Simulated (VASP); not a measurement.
# WC (I4mm) in VASP: further runs

Runs on WC. Level: PBEsol. Tasks: single point.

Everything below comes from runs of VASP 6.6.1. Logs are shortened: lines on timing, memory, paths and dates and some standing lists are left out, and cuts for length are marked.

## 1. The cell of the first run

It takes space group I4mm (No. 107, tetragonal). The conventional cell has a = 3.101 Å, b = 3.101 Å, c = 4.385 Å, α = 90.00°, β = 90.00°, γ = 90.00°. W (site symmetry 4mm) has 6 C at 2.14 to 2.24 Å within 2.8 Å. Within 2.8 Å of C (site symmetry 4mm) lie 6 W at 2.14 to 2.24 Å.

## 2. Single point, PBEsol

Contents of INCAR:

```
ALGO = Normal
EDIFF = 1E-7
ENCUT = 520
GGA = PS
ISIF = 2
ISMEAR = 0
LASPH = True
LCHARG = True
LELF = True
LREAL = False
LVHAR = True
LWAVE = False
NBANDS = 16
NELM = 60
PREC = Accurate
SIGMA = 0.15
```

Contents of KPOINTS:

```
k-points
0
Gamma
  18 18 18
```

Contents of POSCAR:

```
WC
1.0
    0.0000000000      2.1926840000      2.1926840000
    2.1926840000      0.0000000000      2.1926840000
    2.1926840000      2.1926840000      0.0000000000
W C
1 1
Direct
    0.0114015517      0.0114015517     -0.0114015517
    0.5000000000      0.5000000000      0.5000000000
```

Potentials or basis: VASP PAW PBE potentials, release 64 (W_sv, C).

Launch:

```console
cat potpaw_PBE.64/W_sv/POTCAR potpaw_PBE.64/C/POTCAR > POTCAR
mpirun -np 1 vasp_std > vasp.out
```

OUTCAR:

```text
EDIFF = 1E-7
   ENCUT = 520
   GGA = PS
   ISIF = 2
   ISMEAR = 0
   LASPH = True
   LREAL = False
   NELM = 60
   PREC = Accurate

 ion  position               nearest neighbor table
   1  0.011  0.011  0.989-   2 2.14   2 2.19   2 2.19   2 2.19   2 2.19   2 2.24
   2  0.500  0.500  0.500-   1 2.14   1 2.19   1 2.19   1 2.19   1 2.19   1 2.24

  LATTYP: Found a face centered cubic cell.
 ALAT       =     4.3853680000

  Lattice vectors:

 A1 = (   0.0000000000,   2.1926840000,   2.1926840000)
 A2 = (   2.1926840000,   0.0000000000,   2.1926840000)
 A3 = (   2.1926840000,   2.1926840000,   0.0000000000)

Analysis of symmetry for initial positions (statically):
=====================================================================
 Subroutine PRICEL returns:
 Original cell was already a primitive cell.

 Routine SETGRP: Setting up the symmetry group for a
 face centered cubic supercell.

 Subroutine GETGRP returns: Found  8 space group operations
 (whereof  8 operations were pure point group operations)
 out of a pool of 48 trial point group operations.

The static configuration has the point symmetry C_4v.

Analysis of symmetry for dynamics (positions and initial velocities):
=====================================================================
 Subroutine PRICEL returns:
 Original cell was already a primitive cell.

 Routine SETGRP: Setting up the symmetry group for a
 face centered cubic supercell.

 Subroutine GETGRP returns: Found  8 space group operations
 (whereof  8 operations were pure point group operations)
 out of a pool of 48 trial point group operations.

The dynamic configuration has the point symmetry C_4v.

 Subroutine INISYM returns: Found  8 space group operations
 (whereof  8 operations are pure point group operations),
 and found     1 'primitive' translations

----------------------------------------------------------------------------------------

                                     Primitive cell

  volume of cell :      21.0842

  direct lattice vectors                    reciprocal lattice vectors
     0.000000000  2.192684000  2.192684000    -0.228031034  0.228031034  0.228031034
     2.192684000  0.000000000  2.192684000     0.228031034 -0.228031034  0.228031034
     2.192684000  2.192684000  0.000000000     0.228031034  0.228031034 -0.228031034

  length of vectors
     3.100923451  3.100923451  3.100923451     0.394961337  0.394961337  0.394961337

  position of ions in fractional coordinates (direct lattice)
     0.011401552  0.011401552  0.988598448
     0.500000000  0.500000000  0.500000000

  ion indices of the primitive-cell ions
   primitive index   ion index
                 1           1
                 2           2

----------------------------------------------------------------------------------------

 KPOINTS: k-points

Automatic generation of k-mesh.
 Grid dimensions read from file:
 generate k-points for:   18   18   18

 Generating k-lattice:

  Cartesian coordinates                     Fractional coordinates (reciprocal lattice)
    -0.012668391  0.012668391  0.012668391     0.055555556  0.000000000  0.000000000
     0.012668391 -0.012668391  0.012668391     0.000000000  0.055555556  0.000000000
     0.012668391  0.012668391 -0.012668391     0.000000000  0.000000000  0.055555556

  Length of vectors
     0.021942296  0.021942296  0.021942296

  Shift w.r.t. Gamma in fractional coordinates (k-lattice)
     0.000000000  0.000000000  0.000000000

 Subroutine IBZKPT returns following result:
 ===========================================

 Found    480 irreducible k-points:

 Following reciprocal coordinates:
            Coordinates               Weight
  0.000000  0.000000  0.000000      1.000000
  0.055556  0.000000  0.000000      8.000000
  0.111111  0.000000  0.000000      8.000000
  0.166667  0.000000  0.000000      8.000000
  0.222222  0.000000  0.000000      8.000000
  0.277778  0.000000  0.000000      8.000000
[... 16 lines left out ...]
  0.388889  0.055556  0.000000      8.000000
  0.000000  0.388889  0.055556     16.000000
[... 42 lines left out ...]
  free energy    TOTEN  =       -22.98267804 eV

  energy without entropy =      -22.97415837  energy(sigma->0) =      -22.97841820

 E-fermi :  12.2289     XC(G=0): -13.8412

 val. band max:       12.2161929805   @ k =  -0.3333   0.4444   0.2222
 cond. band min:      12.2302570658   @ k =   0.2778   0.2222   0.0000
 fundamental gap:      0.0140640854
 Fermi energy:        12.2288632461

 k-point     1 :       0.0000    0.0000    0.0000
  band No.  band energies     occupation
      1     -63.1207      2.00000
      2     -27.1193      2.00000
      3     -27.1172      2.00000
      4     -27.1172      2.00000
      5      -3.5263      2.00000
      6       9.4202      2.00000
[... 8 lines left out ...]
     15      21.8717      0.00000
     16      35.4548      0.00000

 k-point     2 :       0.0556    0.0000    0.0000
  band No.  band energies     occupation
      1     -63.1196      2.00000
      2     -27.1366      2.00000
      3     -27.1205      2.00000
      4     -27.1192      2.00000
      5      -3.4389      2.00000
      6       9.0855      2.00000
[... 8 lines left out ...]
     15      22.0796      0.00000
     16      34.3465      0.00000

 k-point     3 :       0.1111    0.0000    0.0000
  band No.  band energies     occupation
      1     -63.1164      2.00000
      2     -27.1899      2.00000
      3     -27.1263      2.00000
      4     -27.1250      2.00000
      5      -3.1815      2.00000
      6       8.3432      2.00000
[... 8 lines left out ...]
     15      22.6613      0.00000
     16      32.4572      0.00000

 k-point     4 :       0.1667    0.0000    0.0000
  band No.  band energies     occupation
      1     -63.1115      2.00000
      2     -27.2707      2.00000
      3     -27.1351      2.00000
      4     -27.1338      2.00000
      5      -2.7680      2.00000
      6       7.4500      2.00000
[... 8 lines left out ...]
     15      23.4706      0.00000
     16      30.7017      0.00000
[... 324 lines left out ...]
 k-point    22 :       0.0000    0.3333    0.0556
  band No.  band energies     occupation
      1     -63.0942      2.00000
      2     -27.5333      2.00000
      3     -27.1773      2.00000
      4     -27.1653      2.00000
      5      -1.0513      2.00000
      6       4.8514      2.00000
[... 8 lines left out ...]
     15      24.8804      0.00000
     16      26.9914      0.00000

 k-point    23 :       0.3889    0.0556    0.0000
  band No.  band energies     occupation
      1     -63.0889      2.00000
      2     -27.6148      2.00000
      3     -27.1838      2.00000
      4     -27.1782      2.00000
      5      -0.3097      2.00000
      6       3.9849      2.00000
[... 8 lines left out ...]
     15      25.2553      0.00000
     16      25.7188      0.00000

 k-point    24 :       0.0000    0.3889    0.0556
  band No.  band energies     occupation
      1     -63.0889      2.00000
      2     -27.6146      2.00000
      3     -27.1848      2.00000
      4     -27.1773      2.00000
      5      -0.3105      2.00000
      6       3.9851      2.00000
[... 8 lines left out ...]
     15      25.2389      0.00000
     16      25.7191      0.00000

 [... further k-points ...]
[... 5 lines left out ...]
  --------------------------------------------------------------------------------------
  -------------------------------------------------------------------------------------
  Total       -1.2100474     -1.2100474     -1.0292264      0.0000000      0.0000000     -0.0000000
  in kB      -91.9506570    -91.9506570    -78.2101963      0.0000000      0.0000000     -0.0000000
  external PRESSURE =     -87.3705034 kB  Pullay stress =       0.0000000 kB

 VOLUME and BASIS-vectors are now :
 -----------------------------------------------------------------------------
  energy-cutoff  :      520.00
  volume of cell :       21.08
      direct lattice vectors                 reciprocal lattice vectors
     0.000000000  2.192684000  2.192684000    -0.228031034  0.228031034  0.228031034
     2.192684000  0.000000000  2.192684000     0.228031034 -0.228031034  0.228031034
     2.192684000  2.192684000  0.000000000     0.228031034  0.228031034 -0.228031034

 POSITION                                       TOTAL-FORCE (eV/Angst)
 -----------------------------------------------------------------------------------
      2.19268      2.19268      0.05000         0.000000      0.000000     -0.312128
      2.19268      2.19268      2.19268         0.000000      0.000000      0.312128
 -----------------------------------------------------------------------------------
    total drift:                               -0.000000     -0.000000      0.000011

  FREE ENERGIE OF THE ION-ELECTRON SYSTEM (eV)
  ---------------------------------------------------
  free  energy   TOTEN  =       -22.9826780368 eV

  energy  without entropy=      -22.9741583713  energy(sigma->0) =      -22.97841820
```

Run time: 57 s. Hardware: 1 thread of Intel Xeon Platinum 8488C (Sapphire Rapids), shared host; peak memory 0.27 GiB.

What came out:

| Item | Value |
| --- | --- |
| Free energy | -22.9827 eV |
| Pressure | -8.7 GPa |
| Largest force | 0.312 eV/Å |
| Band gap on the k mesh | zero (bands 9 and 10 overlap by 3.13 eV) |

Forces in eV/Å, atoms in the order of the input:
```
W    0.000  0.000 -0.312
C    0.000  0.000  0.312
```

Stress tensor (GPa, compression positive):
```
-9.20  0.00  0.00
 0.00 -9.20  0.00
 0.00  0.00 -7.82
```

Caveat: the cell differs from its parent crystal (all W atoms moved -0.050 Å, as atom 1 towards its neighbour atom 2 (C) at 2.193 Å); the cell stands under tension; the PAW data sets were made with another functional, which shifts forces and pressure a little; spin-orbit coupling is left out, which moves the levels of the heavy elements.

## 3. Single point, PBEsol

Contents of INCAR:

```
SYSTEM = WC
PREC     = Accurate       ! precision mode
ENCUT    = 520            ! plane-wave cutoff, eV
EDIFF    = 1E-6           ! SCF threshold, eV
ISMEAR   = 0              ! smearing method
SIGMA    = 0.15           ! smearing width, eV
LREAL    = .FALSE.        ! projectors in reciprocal space
LASPH    = .TRUE.         ! aspherical terms in the spheres
NELM     = 60             ! most SCF steps
ALGO     = Normal         ! electronic algorithm
ISIF     = 2              ! what is computed and relaxed
LWAVE    = .FALSE.        ! write WAVECAR
LCHARG   = .FALSE.        ! write CHGCAR
GGA      = PS             ! functional
NBANDS   = 16             ! bands
```

Contents of KPOINTS:

```
regular mesh
0
G
  18 18 18
  0 0 0
```

Changes to POSCAR since step 2:

```diff
@@ -8,3 +8,3 @@
 Direct
-    0.0114015517      0.0114015517     -0.0114015517
+   -0.0199527155     -0.0199527155      0.0199527155
     0.5000000000      0.5000000000      0.5000000000
```

Potentials or basis: VASP PAW PBE potentials, release 64 (W_sv, C).

Launch:

```console
cat potpaw_PBE.64/W_sv/POTCAR potpaw_PBE.64/C/POTCAR > POTCAR
mpirun -np 1 vasp_std > vasp.out
```

Run time: 52 s. Hardware: 1 thread of Intel Xeon Platinum 8488C (Sapphire Rapids), shared host; peak memory 0.27 GiB.

The run converged. Its results:

```
Free energy            : -22.9659 eV
Pressure               : -7.9 GPa
Largest force          : 0.589 eV/Å
Band gap on the k mesh : zero (bands 9 and 10 overlap by 3.06 eV)
```

Forces in eV/Å, atoms in the order of the input:
```
W    0.000  0.000  0.589
C    0.000  0.000 -0.589
```

Stress tensor (GPa, compression positive):
```
-9.30  0.00  0.00
 0.00 -9.30  0.00
 0.00  0.00 -5.15
```

Levels at points of the mesh, in eV from the Fermi level:
```
           k point  band 6  band 7  band 8  band 9  band 10  band 11  band 12  band 13
(0.00, 0.00, 0.00)   -2.92   -2.92   -2.72   -1.84    -0.93    -0.77    -0.77    -0.02
(0.50, 0.00, 0.00)   -9.75   -6.53   -6.52    1.06     1.09     2.36     4.84     8.66
(0.50, 0.50, 0.00)   -5.75   -5.53   -2.44   -2.44     0.89     2.31     2.31     5.24
(0.00, 0.50, 0.50)   -5.87   -5.55   -2.51   -2.29     0.99     2.31     2.32     5.47
```

Caveat: the cell differs from its parent crystal (all W atoms moved +0.087 Å, as atom 1 towards its neighbour atom 2 (C) at 2.193 Å); the cell stands under tension; the PAW data sets were made with another functional, which shifts forces and pressure a little; spin-orbit coupling is left out, which moves the levels of the heavy elements.

## 4. Single point, PBEsol

Contents of INCAR:

```
SYSTEM = WC
PREC = Accurate ; ENCUT = 520
EDIFF = 1E-6 ; ISMEAR = 0
SIGMA = 0.15 ; LREAL = .FALSE.
LASPH = .TRUE. ; NELM = 100
ALGO = Normal ; ISIF = 2
LWAVE = .FALSE. ; LCHARG = .FALSE.
GGA = PS ; NBANDS = 16
```

Contents of KPOINTS:

```
Automatic mesh
0
G
  18 18 18
  0 0 0
```

Changes to POSCAR since step 3:

```diff
@@ -8,3 +8,3 @@
 Direct
-   -0.0199527155     -0.0199527155      0.0199527155
+   -0.0142519396     -0.0142519396      0.0142519396
     0.5000000000      0.5000000000      0.5000000000
```

Launch:

```console
cat potpaw_PBE.64/W_sv/POTCAR potpaw_PBE.64/C/POTCAR > POTCAR
mpirun -np 1 vasp_std > vasp.out
```

Run time: 63 s. Hardware: 1 thread of Intel Xeon Platinum 8488C (Sapphire Rapids), shared host; peak memory 0.27 GiB.

Results (log left out):

| Property | Result |
| --- | --- |
| Free energy | -22.9782 eV |
| Pressure | -8.5 GPa |
| Largest force | 0.400 eV/Å |
| Band gap on the k mesh | zero (bands 9 and 10 overlap by 3.11 eV) |

Forces on the atoms (eV/Å):
```
W    0.000  0.000  0.400
C    0.000  0.000 -0.400
```

Stress tensor (GPa, compression positive):
```
-9.23  0.00  0.00
 0.00 -9.23  0.00
 0.00  0.00 -7.09
```

Levels at points of the mesh, in eV from the Fermi level:
```tsv
k point	band 6	band 7	band 8	band 9	band 10	band 11	band 12	band 13
(0.00, 0.00, 0.00)	-2.84	-2.84	-2.73	-1.61	-0.95	-0.88	-0.88	-0.31
(0.50, 0.00, 0.00)	-9.77	-6.54	-6.54	1.06	1.08	2.36	4.88	8.74
(0.50, 0.50, 0.00)	-5.76	-5.55	-2.45	-2.45	0.88	2.30	2.30	5.33
(0.00, 0.50, 0.50)	-5.83	-5.56	-2.49	-2.37	0.93	2.30	2.30	5.45
```

Caveat: the cell differs from its parent crystal (all W atoms moved +0.062 Å, as atom 1 towards its neighbour atom 2 (C) at 2.193 Å); the cell stands under tension; the PAW data sets were made with another functional, which shifts forces and pressure a little; spin-orbit coupling is left out, which moves the levels of the heavy elements.

## 5. Single point, PBEsol

Contents of INCAR:

```
SYSTEM = WC
ALGO = Normal ; EDIFF = 1E-6
ENCUT = 520 ; GGA = PS
ISIF = 2 ; ISMEAR = 0
LASPH = .TRUE. ; LCHARG = .FALSE.
LREAL = .FALSE. ; LWAVE = .FALSE.
NBANDS = 16 ; NELM = 60
PREC = Accurate ; SIGMA = 0.15
```

Contents of KPOINTS:

```
k-points
0
G
  18 18 18
  0 0 0
```

Changes to POSCAR since step 4:

```diff
@@ -8,3 +8,3 @@
 Direct
-   -0.0142519396     -0.0142519396      0.0142519396
+   -0.0085511638     -0.0085511638      0.0085511638
     0.5000000000      0.5000000000      0.5000000000
```

Launch:

```console
cat potpaw_PBE.64/W_sv/POTCAR potpaw_PBE.64/C/POTCAR > POTCAR
mpirun -np 1 vasp_std > vasp.out
```

Wall time 71 s (1 thread of Intel Xeon Platinum 8488C (Sapphire Rapids), shared host); peak memory 0.27 GiB.

Results (log left out):

```yaml
Free_energy: -22.9861 eV
Pressure: -8.9 GPa
Largest_force: 0.229 eV/Å
Band_gap_on_the_k_mesh: zero (bands 9 and 10 overlap by 3.14 eV)
```

Forces on the atoms (eV/Å):
```
W    0.000  0.000  0.229
C    0.000  0.000 -0.229
```

Stress tensor (GPa, compression positive):
```
-9.17  0.00  0.00
 0.00 -9.17  0.00
 0.00  0.00 -8.40
```

Levels at points of the mesh, in eV from the Fermi level:
| k point | band 6 | band 7 | band 8 | band 9 | band 10 | band 11 | band 12 | band 13 |
| --- | --- | --- | --- | --- | --- | --- | --- | --- |
| (0.00, 0.00, 0.00) | -2.78 | -2.78 | -2.74 | -1.37 | -0.96 | -0.96 | -0.95 | -0.58 |
| (0.50, 0.00, 0.00) | -9.79 | -6.55 | -6.55 | 1.06 | 1.07 | 2.35 | 4.90 | 8.80 |
| (0.50, 0.50, 0.00) | -5.77 | -5.56 | -2.46 | -2.46 | 0.87 | 2.29 | 2.29 | 5.39 |
| (0.00, 0.50, 0.50) | -5.79 | -5.57 | -2.47 | -2.43 | 0.88 | 2.29 | 2.30 | 5.44 |

Caveat: the cell differs from its parent crystal (all W atoms moved +0.037 Å, as atom 1 towards its neighbour atom 2 (C) at 2.193 Å); the cell stands under tension; the PAW data sets were made with another functional, which shifts forces and pressure a little; spin-orbit coupling is left out, which moves the levels of the heavy elements.

## 6. Single point, PBEsol

Contents of INCAR:

```
PREC = Accurate ; ENCUT = 520
EDIFF = 1E-6 ; ISMEAR = 0
SIGMA = 0.15 ; LREAL = F
LASPH = T ; NELM = 60
ALGO = Normal ; ISIF = 2
LWAVE = F ; LCHARG = T
GGA = PS ; LELF = T
LVHAR = T ; NBANDS = 16
```

Contents of KPOINTS:

```
Automatic mesh
0
Gamma
  18 18 18
```

Changes to POSCAR since step 5:

```diff
@@ -8,3 +8,3 @@
 Direct
-   -0.0085511638     -0.0085511638      0.0085511638
+   -0.0028503879     -0.0028503879      0.0028503879
     0.5000000000      0.5000000000      0.5000000000
```

Potentials or basis: VASP PAW PBE potentials, release 64 (W_sv, C).

Launch:

```console
cat potpaw_PBE.64/W_sv/POTCAR potpaw_PBE.64/C/POTCAR > POTCAR
mpirun -np 1 vasp_std > vasp.out
```

It took 68 s on 1 thread of Intel Xeon Platinum 8488C (Sapphire Rapids), shared host; peak memory 0.27 GiB.

The run converged. Its results:

```
Free energy            : -22.9898 eV
Pressure               : -9.1 GPa
Largest force          : 0.075 eV/Å
Band gap on the k mesh : zero (bands 9 and 10 overlap by 3.16 eV)
```

Forces on the atoms (eV/Å):
```
W    0.000  0.000  0.075
C    0.000  0.000 -0.075
```

Stress tensor (GPa, compression positive):
```
-9.14  0.00  0.00
 0.00 -9.14  0.00
 0.00  0.00 -9.06
```

Levels at points of the mesh, in eV from the Fermi level:
| k point | band 7 | band 8 | band 9 | band 10 | band 11 | band 12 |
| --- | --- | --- | --- | --- | --- | --- |
| (0.00, 0.00, 0.00) | -2.75 | -2.74 | -1.12 | -1.01 | -1.01 | -0.96 |
| (0.50, 0.00, 0.00) | -6.56 | -6.56 | 1.06 | 1.06 | 2.35 | 4.92 |
| (0.50, 0.50, 0.00) | -5.57 | -2.46 | -2.46 | 0.86 | 2.29 | 2.29 |
| (0.00, 0.50, 0.50) | -5.57 | -2.46 | -2.46 | 0.86 | 2.29 | 2.29 |

Caveat: the cell differs from its parent crystal (all W atoms moved +0.013 Å, as atom 1 towards its neighbour atom 2 (C) at 2.193 Å); the cell stands under tension; the PAW data sets were made with another functional, which shifts forces and pressure a little; spin-orbit coupling is left out, which moves the levels of the heavy elements.

## 7. Overview

```tsv
cell	gap on the mesh (eV)	pressure (GPa)	largest force (eV/Å)
as given, atomic positions A	none	-8.7	0.31
as given, atomic positions B	none	-7.9	0.59
as given, atomic positions C	none	-8.5	0.40
as given, atomic positions D	none	-8.9	0.23
as given, atomic positions E	none	-9.1	0.07
```

Alike in all rows: task single point; level PBEsol; potentials or basis VASP PAW PBE potentials, release 64 (W_sv, C); no spin polarisation; k mesh 18 × 18 × 18; cutoff (eV) 520; smearing gaussian 0.15 eV.

Caveats: the cell stands under tension; the PAW data sets were made with another functional, which shifts forces and pressure a little; spin-orbit coupling is left out, which moves the levels of the heavy elements.

Absolute energies hang on the potentials; compare differences alone.
